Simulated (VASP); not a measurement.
# Sb (Fm-3m) in VASP: a series of runs

Sb is run at these levels: PBE; tasks: relaxation of cell and atoms, single point.

All numbers are computed with VASP 6.6.1; they aren't measurements. Logs are shortened: lines on timing, memory, paths and dates and some standing lists are left out, and cuts for length are marked.

## (1) The cell of the first run

It takes space group Fm-3m (No. 225, cubic). The conventional cell has a = 4.436 Å, b = 4.436 Å, c = 4.436 Å, α = 90.00°, β = 90.00°, γ = 90.00°. Sb (site symmetry m-3m) has 12 Sb at 3.14 Å within 4.1 Å.

## (2) Relaxation of cell and atoms, PBE

Contents of INCAR:

```
PREC = Accurate
ENCUT = 500
EDIFF = 1E-7
ISMEAR = 0
SIGMA = 0.1
LREAL = False
LASPH = True
NELM = 120
ALGO = Normal
ISIF = 3
LWAVE = False
LCHARG = False
GGA = PE
IBRION = 2
NSW = 80
EDIFFG = -0.05
GGA_COMPAT = False
NELMIN = 4
```

Contents of KPOINTS:

```
Automatic mesh
0
Gamma
  8 8 8
```

Contents of POSCAR:

```
Sb
1.0
    0.0000000000      2.2177795530      2.2177795530
    2.2177795530      0.0000000000      2.2177795530
    2.2177795530      2.2177795530      0.0000000000
Sb
1
Direct
    0.0000000000      0.0000000000      0.0000000000
```

Potentials or basis: VASP PAW PBE potentials, release 64 (Sb).

Command:

```
> cat potpaw_PBE.64/Sb/POTCAR > POTCAR
> mpirun -np 1 vasp_std > vasp.out
```

OUTCAR:

```text
PREC = Accurate
   ENCUT = 500
   EDIFF = 1E-7
   ISMEAR = 0
   LREAL = False
   LASPH = True
   NELM = 120
   ISIF = 3
   GGA = PE
   IBRION = 2
   NSW = 80
   EDIFFG = -0.05
   NELMIN = 4

 ion  position               nearest neighbor table
   1  0.000  0.000  0.000-

  LATTYP: Found a face centered cubic cell.
 ALAT       =     4.4355591060

  Lattice vectors:

 A1 = (   0.0000000000,   2.2177795530,   2.2177795530)
 A2 = (   2.2177795530,   0.0000000000,   2.2177795530)
 A3 = (   2.2177795530,   2.2177795530,   0.0000000000)

Analysis of symmetry for initial positions (statically):
=====================================================================
 Subroutine PRICEL returns:
 Original cell was already a primitive cell.

 Routine SETGRP: Setting up the symmetry group for a
 face centered cubic supercell.

 Subroutine GETGRP returns: Found 48 space group operations
 (whereof 48 operations were pure point group operations)
 out of a pool of 48 trial point group operations.

The static configuration has the point symmetry O_h .

Analysis of symmetry for dynamics (positions and initial velocities):
=====================================================================
 Subroutine PRICEL returns:
 Original cell was already a primitive cell.

 Routine SETGRP: Setting up the symmetry group for a
 face centered cubic supercell.

 Subroutine GETGRP returns: Found 48 space group operations
 (whereof 48 operations were pure point group operations)
 out of a pool of 48 trial point group operations.

The dynamic configuration has the point symmetry O_h .

 Subroutine INISYM returns: Found 48 space group operations
 (whereof 48 operations are pure point group operations),
 and found     1 'primitive' translations

----------------------------------------------------------------------------------------

                                     Primitive cell

  volume of cell :      21.8165

  direct lattice vectors                    reciprocal lattice vectors
     0.000000000  2.217779553  2.217779553    -0.225450721  0.225450721  0.225450721
     2.217779553  0.000000000  2.217779553     0.225450721 -0.225450721  0.225450721
     2.217779553  2.217779553  0.000000000     0.225450721  0.225450721 -0.225450721

  length of vectors
     3.136413922  3.136413922  3.136413922     0.390492104  0.390492104  0.390492104

  position of ions in fractional coordinates (direct lattice)
     0.000000000  0.000000000  0.000000000

  ion indices of the primitive-cell ions
   primitive index   ion index
                 1           1

----------------------------------------------------------------------------------------

 KPOINTS: Automatic mesh

Automatic generation of k-mesh.
 Grid dimensions read from file:
 generate k-points for:    8    8    8

 Generating k-lattice:

  Cartesian coordinates                     Fractional coordinates (reciprocal lattice)
    -0.028181340  0.028181340  0.028181340     0.125000000  0.000000000  0.000000000
     0.028181340 -0.028181340  0.028181340     0.000000000  0.125000000  0.000000000
     0.028181340  0.028181340 -0.028181340     0.000000000  0.000000000  0.125000000

  Length of vectors
     0.048811513  0.048811513  0.048811513

  Shift w.r.t. Gamma in fractional coordinates (k-lattice)
     0.000000000  0.000000000  0.000000000

 Subroutine IBZKPT returns following result:
 ===========================================

 Found     29 irreducible k-points:

 Following reciprocal coordinates:
            Coordinates               Weight
  0.000000  0.000000  0.000000      1.000000
  0.125000  0.000000  0.000000      8.000000
  0.250000  0.000000  0.000000      8.000000
  0.375000  0.000000  0.000000      8.000000
  0.500000  0.000000  0.000000      4.000000
  0.125000  0.125000  0.000000      6.000000
[... 16 lines left out ...]
  0.500000  0.250000  0.125000     48.000000
 -0.375000  0.250000  0.125000     24.000000
 [... further k-points ...]
   k-points           NKPTS =     29   k-points in BZ     NKDIM =     29   number of bands    NBANDS=      6
   number of dos      NEDOS =    301   number of ions     NIONS =      1
   total plane-waves  NPLWV =  13824
   dimension x,y,z NGX =    24 NGY =   24 NGZ =   24
   dimension x,y,z NGXF=    48 NGYF=   48 NGZF=   48
   ions per type =               1
   NGX,Y,Z   is equivalent  to a cutoff of  12.72, 12.72, 12.72 a.u.
   NGXF,Y,Z  is equivalent  to a cutoff of  25.44, 25.44, 25.44 a.u.
 SYSTEM =  unknown system
   PREC   = accura    normal or accurate (medium, high low for compatibility)
   ISTART =      0    job   : 0-new  1-cont  2-samecut
   ICHARG =      2    charge: 1-file 2-atom 10-const
   ISPIN  =      1    spin polarized calculation?
   LNONCOLLINEAR =      F non collinear calculations
   LSORBIT =      F    spin-orbit coupling
   LASPH  =      T    aspherical Exc in radial PAW
   ENCUT  =  500.0 eV  36.75 Ry    6.06 a.u.   5.72  5.72  5.72*2*pi/ulx,y,z
   NELM   =    120;   NELMIN=  4; NELMDL= -5     # of ELM steps
   EDIFF  = 0.1E-06   stopping-criterion for ELM
   LREAL  =      F    real-space projection
   EDIFFG = -.5E-01   stopping-criterion for IOM
   NSW    =     80    number of steps for IOM
   IBRION =      2    ionic relax: 0-MD 1-quasi-New 2-CG
   NFREE  =      1    steps in history (QN), initial steepest desc. (CG)
   ISIF   =      3    stress and relaxation
   ISYM   =      2    0-nonsym 1-usesym 2-fastsym
   POTIM  = 0.5000    time-step for ionic-motion
   TEBEG  =    0.0;   TEEND  =   0.0 temperature during run
   PSTRESS=    0.0 pullay stress
   NELECT =       5.0000    total number of electrons
   NUPDOWN=      -1.0000    fix difference up-down
   EMIN   =  10.00;   EMAX   =-10.00  energy-range for DOS
   EFERMI =   0.00;   METHOD = LEGACY
   ISMEAR =     0;   SIGMA  =   0.10  broadening in eV -4-tet -1-fermi 0-gaus
   EFERMI_NEDOS =   21; number of points for ismear=-14 and -15
   IALGO  =     38    algorithm
   IMIX   =      4    mixing-type and parameters
     AMIX     =   0.40;   BMIX     =  1.00
     AMIX_MAG =   1.60;   BMIX_MAG =  1.00
  volume/ion in A,a.u.               =      21.82       147.23
  Fermi-wavevector in a.u.,A,eV,Ry     =   1.001851  1.893224 13.656241  1.003705
  Thomas-Fermi vector in A             =   2.134300
   LORBIT       =      0    0 simple, 1 ext, 2 COOP (PROOUT), +10 PAW based schemes
   GGA     = PE    functional components
   LHFCALC =     F    Hartree Fock is set to
   AEXX    =    0.0000 exact exchange contribution
   IVDW    =     0    specifies the selected vdW correction
   LEPSILON=     F    determine dielectric tensor
   LRPA    =     F    only Hartree local field effects (RPA)
 conjugate gradient relaxation of ions
 non-spin polarized calculation
 Gauss-broadening in eV      SIGMA  =   0.10
  energy-cutoff  :      500.00
  volume of cell :       21.82
 maximum number of plane-waves:       568
   NGX = 11   NGY = 11   NGZ = 11

--------------------------------------- Ionic step        1  -------------------------------------------

 number of electron       5.0000000 magnetization

 Free energy of the ion-electron system (eV)
  ---------------------------------------------------
  ext. energy  EPLUGINS =         0.00000000
  ---------------------------------------------------
  free energy    TOTEN  =        -3.46646276 eV

  energy without entropy =       -3.45814336  energy(sigma->0) =       -3.46230306

 E-fermi :  11.3783     XC(G=0): -11.1805

 val. band max:       11.3654475054   @ k =   0.5000   0.2500   0.1250
 cond. band min:      11.3913719802   @ k =  -0.3750   0.2500   0.1250
 fundamental gap:      0.0259244748
 Fermi energy:        11.3783100555

 k-point     1 :       0.0000    0.0000    0.0000
  band No.  band energies     occupation
      1      -3.2312      2.00000
      2      18.5686      0.00000
      3      18.5686      0.00000
      4      18.5686      0.00000
      5      21.6797      0.00000
      6      22.2373      0.00000

 k-point     2 :       0.1250    0.0000    0.0000
  band No.  band energies     occupation
      1      -2.8563      2.00000
      2      15.3527      0.00000
      3      18.0063      0.00000
      4      18.0063      0.00000
      5      20.7717      0.00000
      6      23.0851      0.00000

 k-point     3 :       0.2500    0.0000    0.0000
  band No.  band energies     occupation
      1      -1.7354      2.00000
      2      10.7867      2.00000
      3      17.1243      0.00000
      4      17.1243      0.00000
      5      20.5277      0.00000
      6      22.7728      0.00000

 k-point     4 :       0.3750    0.0000    0.0000
  band No.  band energies     occupation
      1       0.0883      2.00000
      2       6.7383      2.00000
      3      16.5043      0.00000
      4      16.5043      0.00000
      5      20.6291      0.00000
      6      21.6252      0.00000

 k-point     5 :       0.5000    0.0000    0.0000
  band No.  band energies     occupation
      1       1.8161      2.00000
      2       4.2509      2.00000
      3      16.2870      0.00000
      4      16.2870      0.00000
      5      21.0932      0.00000
      6      21.2135      0.00000
[... 438 lines left out ...]
  --------------------------------------------------------------------------------------
  -------------------------------------------------------------------------------------
  Total       -1.6053861     -1.6053861     -1.6053861     -0.0000000     -0.0000000      0.0000000
  in kB      -76.5570781    -76.5570781    -76.5570781     -0.0000000     -0.0000000      0.0000000
  external PRESSURE =     -76.5570781 kB  Pullay stress =       0.0000000 kB

 VOLUME and BASIS-vectors are now :
 -----------------------------------------------------------------------------
  energy-cutoff  :      500.00
  volume of cell :       33.60
      direct lattice vectors                 reciprocal lattice vectors
    -0.000000000  2.561090415  2.561090415    -0.195229343  0.195229343  0.195229343
     2.561090415 -0.000000000  2.561090415     0.195229343 -0.195229343  0.195229343
     2.561090415  2.561090415  0.000000000     0.195229343  0.195229343 -0.195229343

 POSITION                                       TOTAL-FORCE (eV/Angst)
 -----------------------------------------------------------------------------------
      2.56109      5.12218      2.56109         0.000000      0.000000      0.000000
 -----------------------------------------------------------------------------------
    total drift:                               -0.000000     -0.000000     -0.000000

  FREE ENERGIE OF THE ION-ELECTRON SYSTEM (eV)
  ---------------------------------------------------
  free  energy   TOTEN  =        -3.6443535832 eV

  energy  without entropy=       -3.6393204972  energy(sigma->0) =       -3.64183704

--------------------------------------- Ionic step        3  -------------------------------------------

 number of electron       4.9999999 magnetization

 Free energy of the ion-electron system (eV)
  ---------------------------------------------------
  ext. energy  EPLUGINS =         0.00000000
  ---------------------------------------------------
  free energy    TOTEN  =        -3.81680751 eV

  energy without entropy =       -3.81161174  energy(sigma->0) =       -3.81420962

 E-fermi :   8.0530     XC(G=0): -10.1028

 val. band max:        7.9071765429   @ k =   0.5000   0.2500   0.1250
 cond. band min:       8.0919602832   @ k =  -0.3750   0.3750   0.1250
 fundamental gap:      0.1847837404
 Fermi energy:         8.0530101074

 k-point     1 :       0.0000    0.0000    0.0000
  band No.  band energies     occupation
      1      -4.5445      2.00000
      2      13.2676      0.00000
      3      13.2676      0.00000
      4      13.2676      0.00000
      5      18.0177      0.00000
      6      18.0177      0.00000

 k-point     2 :       0.1250    0.0000    0.0000
  band No.  band energies     occupation
      1      -4.2445      2.00000
      2      10.9530      0.00000
      3      12.9201      0.00000
      4      12.9201      0.00000
      5      16.8351      0.00000
      6      18.5696      0.00000

 k-point     3 :       0.2500    0.0000    0.0000
  band No.  band energies     occupation
      1      -3.3601      2.00000
      2       7.3454      2.00000
      3      12.2922      0.00000
      4      12.2922      0.00000
      5      16.2703      0.00000
      6      18.4113      0.00000

 k-point     4 :       0.3750    0.0000    0.0000
  band No.  band energies     occupation
      1      -1.9944      2.00000
      2       4.1827      2.00000
      3      11.8195      0.00000
      4      11.8195      0.00000
      5      16.1125      0.00000
      6      17.5169      0.00000

 k-point     5 :       0.5000    0.0000    0.0000
  band No.  band energies     occupation
      1      -0.9508      2.00000
      2       2.5238      2.00000
      3      11.6511      0.00000
      4      11.6511      0.00000
      5      16.1482      0.00000
      6      17.1797      0.00000
[... 178 lines left out ...]
  --------------------------------------------------------------------------------------
  -------------------------------------------------------------------------------------
  Total       -0.0243808     -0.0243808     -0.0243808      0.0000000     -0.0000000      0.0000000
  in kB       -1.4092010     -1.4092010     -1.4092010      0.0000000     -0.0000000      0.0000000
  external PRESSURE =      -1.4092010 kB  Pullay stress =       0.0000000 kB

 VOLUME and BASIS-vectors are now :
 -----------------------------------------------------------------------------
  energy-cutoff  :      500.00
  volume of cell :       27.72
      direct lattice vectors                 reciprocal lattice vectors
    -0.000000000  2.402067420  2.402067420    -0.208154024  0.208154024  0.208154024
     2.402067420 -0.000000000  2.402067420     0.208154024 -0.208154024  0.208154024
     2.402067420  2.402067420  0.000000000     0.208154024  0.208154024 -0.208154024

 POSITION                                       TOTAL-FORCE (eV/Angst)
 -----------------------------------------------------------------------------------
      0.00000     -0.00000      0.00000         0.000000     -0.000000      0.000000
 -----------------------------------------------------------------------------------
    total drift:                                0.000000      0.000000      0.000000

  FREE ENERGIE OF THE ION-ELECTRON SYSTEM (eV)
  ---------------------------------------------------
  free  energy   TOTEN  =        -3.8168075127 eV

  energy  without entropy=       -3.8116117369  energy(sigma->0) =       -3.81420962

 reached required accuracy - stopping structural energy minimisation
```

Run time: 13 s. Hardware: 1 thread of Intel Xeon Platinum 8488C (Sapphire Rapids), shared host; peak memory 0.14 GiB.

Results:

```
Free energy                            : -3.8168 eV
Relaxed volume                         : 27.72 Å³/atom
Relaxed cell                           : a = 3.397 Å, b = 3.397 Å, c = 3.397 Å, α = 60.00°, β = 60.00°, γ = 60.00°
Space group after relaxing (to 0.05 Å) : Fm-3m (No. 225)
Energy gained by relaxing              : 350.3 meV/atom
Ionic steps                            : 3
Pressure after relaxing                : -0.1 GPa
```

Step by step:
```
step  energy change (eV)  largest force (eV/Å)  pressure (GPa)  volume (Å³)
   1              0.0000                0.0000           23.56        21.82
   2             -0.1779                0.0000           -7.66        33.60
   3             -0.3503                0.0000           -0.14        27.72
```

Final structure:
```cif
data_structure
_symmetry_space_group_name_H-M 'P 1'
_symmetry_Int_Tables_number 1
_cell_length_a 3.3970
_cell_length_b 3.3970
_cell_length_c 3.3970
_cell_angle_alpha 60.000
_cell_angle_beta 60.000
_cell_angle_gamma 60.000
_cell_volume 27.72
loop_
_atom_site_label
_atom_site_type_symbol
_atom_site_fract_x
_atom_site_fract_y
_atom_site_fract_z
_atom_site_occupancy
Sb1 Sb 0.00000 0.00000 0.00000 1
```

Caveat: the volume moved by over 15 % at a fixed basis, so the end points are rough; spin-orbit coupling is left out, which moves the levels of the heavy elements.

(Part 1 of 2 ends here.)
